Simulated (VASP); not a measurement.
# PbSe in VASP: a series of runs

PbSe is run at these levels: PBE; tasks: single point.

Everything below comes from runs of VASP 6.6.1. Logs are shortened: lines on timing, memory, paths and dates and some standing lists are left out, and cuts for length are marked.

### Step 1. The cell of the first run

The structure is tetragonal, space group I4/mmm (No. 139). Conventional cell: a = 4.390 Å, b = 4.390 Å, c = 6.084 Å, α = 90.00°, β = 90.00°, γ = 90.00°. Pb (site symmetry 4/mmm) has 6 Se at 3.04 to 3.10 Å within 4.0 Å. Se (site symmetry 4/mmm) has 6 Pb at 3.04 to 3.10 Å within 4.0 Å.

### Step 2. Single point, PBE, non-collinear spin, zero start, spin-orbit coupling

INCAR reads:

```
PREC = Accurate ; ENCUT = 520
EDIFF = 1E-7 ; ISMEAR = 0
SIGMA = 0.05 ; LREAL = False
LASPH = True ; NELM = 150
ALGO = Normal ; ISIF = 2
LWAVE = False ; LCHARG = False
MAGMOM = 0 0 0 0 0 0 ; LORBIT = 11
LSORBIT = True ; GGA_COMPAT = False
LORBMOM = True ; GGA = PE
NBANDS = 32
```

KPOINTS reads:

```
regular mesh
0
Gamma
  10 10 10
```

POSCAR reads:

```
PbSe
1.0
    0.0000000000      3.0418969492      3.1039764788
    3.1039764788      0.0000000000      3.1039764788
    3.1039764788      3.0418969492      0.0000000000
Pb Se
1 1
Direct
    0.5000000000      0.5000000000      0.5000000000
    0.0000000000      0.0000000000      0.0000000000
```

Potentials or basis: VASP PAW PBE potentials, release 64 (Pb_d, Se).

Launch:

```sh
cat potpaw_PBE.64/Pb_d/POTCAR potpaw_PBE.64/Se/POTCAR > POTCAR
mpirun -np 1 vasp_ncl > vasp.out
```

OUTCAR:

```text
PREC = Accurate
   ENCUT = 520
   EDIFF = 1E-7
   ISMEAR = 0
   LREAL = False
   LASPH = True
   NELM = 150
   ISIF = 2
   LORBIT = 11
   LSORBIT = True
   GGA = PE

 ion  position               nearest neighbor table
   1  0.500  0.500  0.500-   2 3.04   2 3.04   2 3.10   2 3.10   2 3.10   2 3.10
   2  0.000  0.000  0.000-   1 3.04   1 3.04   1 3.10   1 3.10   1 3.10   1 3.10

  LATTYP: Found a body centered tetragonal cell.
 ALAT       =     4.3896856336
 C/A-ratio  =     1.3859292911

  Lattice vectors:

 A1 = (   0.0000000000,  -3.0418969492,   3.1039764788)
 A2 = (   0.0000000000,  -3.0418969492,  -3.1039764788)
 A3 = (   3.1039764788,   3.0418969492,   0.0000000000)

Analysis of symmetry for initial positions (statically):
=====================================================================
 Subroutine PRICEL returns:
 Original cell was already a primitive cell.

 Routine SETGRP: Setting up the symmetry group for a
 body centered tetragonal supercell.

 Subroutine GETGRP returns: Found 16 space group operations
 (whereof 16 operations were pure point group operations)
 out of a pool of 16 trial point group operations.

The static configuration has the point symmetry D_4h.

Analysis of symmetry for dynamics (positions and initial velocities):
=====================================================================
 Subroutine PRICEL returns:
 Original cell was already a primitive cell.

 Routine SETGRP: Setting up the symmetry group for a
 body centered tetragonal supercell.

 Subroutine GETGRP returns: Found 16 space group operations
 (whereof 16 operations were pure point group operations)
 out of a pool of 16 trial point group operations.

The dynamic configuration has the point symmetry D_4h.

Analysis of structural, dynamic, and magnetic symmetry:
=====================================================================
 Subroutine PRICEL returns:
 Original cell was already a primitive cell.

 Routine SETGRP: Setting up the symmetry group for a
 body centered tetragonal supercell.

 Subroutine GETGRP returns: Found 16 space group operations
 (whereof 16 operations were pure point group operations)
 out of a pool of 16 trial point group operations.

The overall configuration has the point symmetry D_4h.

 Subroutine INISYM returns: Found 16 space group operations
 (whereof 16 operations are pure point group operations),
 and found     1 'primitive' translations

----------------------------------------------------------------------------------------

                                     Primitive cell

  volume of cell :      58.6153

  direct lattice vectors                    reciprocal lattice vectors
     0.000000000  3.041896949  3.103976479    -0.161083695  0.164371117  0.161083695
     3.103976479  0.000000000  3.103976479     0.161083695 -0.164371117  0.161083695
     3.103976479  3.041896949  0.000000000     0.161083695  0.164371117 -0.161083695

  length of vectors
     4.346010473  4.389685634  4.346010473     0.280915962  0.280915962  0.280915962

  position of ions in fractional coordinates (direct lattice)
     0.500000000  0.500000000  0.500000000
     0.000000000  0.000000000  0.000000000

  ion indices of the primitive-cell ions
   primitive index   ion index
                 1           1
                 2           2

----------------------------------------------------------------------------------------

 KPOINTS: regular mesh

Automatic generation of k-mesh.
 Grid dimensions read from file:
 generate k-points for:   10   10   10

 Generating k-lattice:

  Cartesian coordinates                     Fractional coordinates (reciprocal lattice)
    -0.016108369  0.016437112  0.016108369     0.100000000  0.000000000 -0.000000000
     0.016108369 -0.016437112  0.016108369     0.000000000  0.100000000  0.000000000
     0.016108369  0.016437112 -0.016108369    -0.000000000  0.000000000  0.100000000

  Length of vectors
     0.028091596  0.028091596  0.028091596
[... 96 lines left out ...]

 Free energy of the ion-electron system (eV)
  ---------------------------------------------------
  ext. energy  EPLUGINS =         0.00000000
  ---------------------------------------------------
  free energy    TOTEN  =        -8.60931373 eV

  energy without entropy =       -8.60911901  energy(sigma->0) =       -8.60921637

 E-fermi :   4.7645     XC(G=0):  -9.4248

 val. band max:        4.7453268615   @ k =   0.5000   0.0000   0.0000
 cond. band min:       4.7837382566   @ k =   0.5000   0.0000   0.0000
 fundamental gap:      0.0384113951
 Fermi energy:         4.7645324632

 k-point     1 :       0.0000    0.0000    0.0000
  band No.  band energies     occupation
      1     -13.4617      1.00000
      2     -13.4617      1.00000
      3     -13.4544      1.00000
      4     -13.4544      1.00000
      5     -10.9071      1.00000
      6     -10.9071      1.00000
[... 829 lines left out ...]
     31      15.6048      0.00000
     32      15.6049      0.00000

 [... further k-points ...]

------------------------ aborting loop because EDIFF is reached ----------------------------------------

  FORCE on cell =-STRESS in cart. coord.  units (eV):
  Direction    XX          YY          ZZ          XY          YZ          ZX
  --------------------------------------------------------------------------------------
  -------------------------------------------------------------------------------------
  Total        0.1101694      0.9506843      0.1101694      0.0000000      0.0000000      0.0000000
  in kB        3.0113428     25.9857689      3.0113428      0.0000000      0.0000000      0.0000000
  external PRESSURE =      10.6694849 kB  Pullay stress =       0.0000000 kB

 VOLUME and BASIS-vectors are now :
 -----------------------------------------------------------------------------
  energy-cutoff  :      520.00
  volume of cell :       58.62
      direct lattice vectors                 reciprocal lattice vectors
     0.000000000  3.041896949  3.103976479    -0.161083695  0.164371117  0.161083695
     3.103976479  0.000000000  3.103976479     0.161083695 -0.164371117  0.161083695
     3.103976479  3.041896949  0.000000000     0.161083695  0.164371117 -0.161083695

 POSITION                                       TOTAL-FORCE (eV/Angst)
 -----------------------------------------------------------------------------------
      3.10398      3.04190      3.10398         0.000000     -0.000000      0.000000
      0.00000      0.00000      0.00000         0.000000      0.000000     -0.000000
 -----------------------------------------------------------------------------------
    total drift:                               -0.000000     -0.000000     -0.000000

  FREE ENERGIE OF THE ION-ELECTRON SYSTEM (eV)
  ---------------------------------------------------
  free  energy   TOTEN  =        -8.6093137308 eV

  energy  without entropy=       -8.6091190124  energy(sigma->0) =       -8.60921637

 orbital moment (x)

 # of ion     p       d       tot
 ----------------------------------------
  1         0.000   0.000   0.000
  2         0.000  -0.000   0.000
 ----------------------------------------
            0.000   0.000   0.000

 orbital moment (y)

 # of ion     p       d       tot
 ----------------------------------------
  1         0.000   0.000   0.000
  2         0.000   0.000   0.000
 ----------------------------------------
            0.000   0.000   0.000

 orbital moment (z)

 # of ion     p       d       tot
 ----------------------------------------
  1         0.000  -0.000  -0.000
  2         0.000   0.000   0.000
 ----------------------------------------
            0.000  -0.000   0.000

 Spin-Orbit-Coupling matrix elements

 Ion:    1  E_soc:     -0.8407203
 l=   1
     0.0000000    -0.0737052    -0.0737052
    -0.0737052     0.0000000    -0.0721848
    -0.0737052    -0.0721848     0.0000000
 l=   2
     0.0000000    -0.0134385     0.0000000    -0.0134365    -0.0534823
    -0.0134385     0.0000000    -0.0401156    -0.0134365    -0.0133666
     0.0000000    -0.0401156     0.0000000    -0.0401168     0.0000000
    -0.0134365    -0.0134365    -0.0401168     0.0000000    -0.0133723
    -0.0534823    -0.0133666     0.0000000    -0.0133723     0.0000000
 l=   3
     0.0000000     0.0000000     0.0000000     0.0000000     0.0000000     0.0000000     0.0000000
     0.0000000     0.0000000     0.0000000     0.0000000     0.0000000     0.0000000     0.0000000
     0.0000000     0.0000000     0.0000000     0.0000000     0.0000000     0.0000000     0.0000000
     0.0000000     0.0000000     0.0000000     0.0000000     0.0000000     0.0000000     0.0000000
     0.0000000     0.0000000     0.0000000     0.0000000     0.0000000     0.0000000     0.0000000
     0.0000000     0.0000000     0.0000000     0.0000000     0.0000000     0.0000000     0.0000000
     0.0000000     0.0000000     0.0000000     0.0000000     0.0000000     0.0000000     0.0000000

 Ion:    2  E_soc:     -0.0495732
 l=   1
     0.0000000    -0.0082929    -0.0082929
    -0.0082929     0.0000000    -0.0082469
    -0.0082929    -0.0082469     0.0000000
 l=   2
     0.0000000    -0.0000022     0.0000000    -0.0000018     0.0000179
    -0.0000022     0.0000000     0.0000131    -0.0000018     0.0000048
     0.0000000     0.0000131     0.0000000     0.0000121     0.0000000
    -0.0000018    -0.0000018     0.0000121     0.0000000     0.0000040
     0.0000179     0.0000048     0.0000000     0.0000040     0.0000000
 l=   3
     0.0000000     0.0000000     0.0000000     0.0000000     0.0000000     0.0000000     0.0000000
     0.0000000     0.0000000     0.0000000     0.0000000     0.0000000     0.0000000     0.0000000
     0.0000000     0.0000000     0.0000000     0.0000000     0.0000000     0.0000000     0.0000000
     0.0000000     0.0000000     0.0000000     0.0000000     0.0000000     0.0000000     0.0000000
     0.0000000     0.0000000     0.0000000     0.0000000     0.0000000     0.0000000     0.0000000
     0.0000000     0.0000000     0.0000000     0.0000000     0.0000000     0.0000000     0.0000000
     0.0000000     0.0000000     0.0000000     0.0000000     0.0000000     0.0000000     0.0000000

 total charge

# of ion       s       p       d       tot
------------------------------------------
    1        1.467   0.549   9.840  11.857
    2        1.470   2.315   0.017   3.802
--------------------------------------------------
tot          2.937   2.864   9.857  15.658

 magnetization (x)

# of ion       s       p       d       tot
------------------------------------------
    1        0.000   0.000  -0.000  -0.000
    2        0.000   0.000   0.000   0.000
--------------------------------------------------
tot          0.000   0.000  -0.000   0.000

 magnetization (y)

# of ion       s       p       d       tot
------------------------------------------
    1        0.000   0.000  -0.000  -0.000
    2       -0.000   0.000  -0.000  -0.000
--------------------------------------------------
tot         -0.000   0.000  -0.000  -0.000

 magnetization (z)

# of ion       s       p       d       tot
------------------------------------------
    1        0.000   0.000   0.000   0.000
    2       -0.000   0.000   0.000  -0.000
--------------------------------------------------
tot         -0.000   0.000   0.000  -0.000
```

Wall time 2.5 min (1 thread of AMD EPYC 9R45 (Zen 5), shared host); peak memory 0.48 GiB.

What came out:

```yaml
Free_energy: -8.6093 eV
Pressure: 1.1 GPa
Net_moment: 0.00 μB per cell
Valence_electrons_inside_the_program's_atomic_spheres: Pb 11.86; Se 3.80
```

Moments on the atoms (μB; x, y, z):
```
Pb  0.00 0.00 0.00
Se  0.00 0.00 0.00
```

### Step 3. Single point, PBE, non-collinear spin, zero start, spin-orbit coupling

This run uses another cell than the first one, of 29.91 Å³/atom.

INCAR reads:

```
  ALGO = Normal
  EDIFF = 1E-7
  ENCUT = 520
  GGA = PE
  GGA_COMPAT = False
  ISIF = 2
  ISMEAR = 0
  LASPH = True
  LCHARG = True
  LORBIT = 11
  LORBMOM = True
  LREAL = False
  LSORBIT = True
  LVHAR = True
  LWAVE = False
  MAGMOM = 0 0 0 0 0 0
  NBANDS = 32
  NELM = 150
  PREC = Accurate
  SIGMA = 0.05
```

KPOINTS reads:

```
k-points
0
Gamma
  12 12 12
```

POSCAR reads:

```
PbSe
1.0
    0.0000000000      3.1039764788      3.1039764788
    3.1039764788      0.0000000000      3.1039764788
    3.1039764788      3.1039764788      0.0000000000
Pb Se
1 1
Direct
    0.5000000000      0.5000000000      0.5000000000
    0.0000000000      0.0000000000      0.0000000000
```

Potentials or basis: VASP PAW PBE potentials, release 64 (Pb_d, Se).

Launch:

```sh
cat potpaw_PBE.64/Pb_d/POTCAR potpaw_PBE.64/Se/POTCAR > POTCAR
mpirun -np 1 vasp_ncl > vasp.out
```

Wall time 4.9 min (1 thread of Intel Xeon Platinum 8488C (Sapphire Rapids), shared host); peak memory 0.5 GiB.

The run converged. Its results:

| Quantity | Value |
| --- | --- |
| Free energy | -8.6194 eV |
| Pressure | 0.1 GPa |
| Net moment | 0.00 μB per cell |
| Valence electrons inside the program's atomic spheres | Pb 11.84; Se 3.79 |

Moments on the atoms (μB; x, y, z):
```
Pb  0.00 0.00 0.00
Se  0.00 0.00 0.00
```
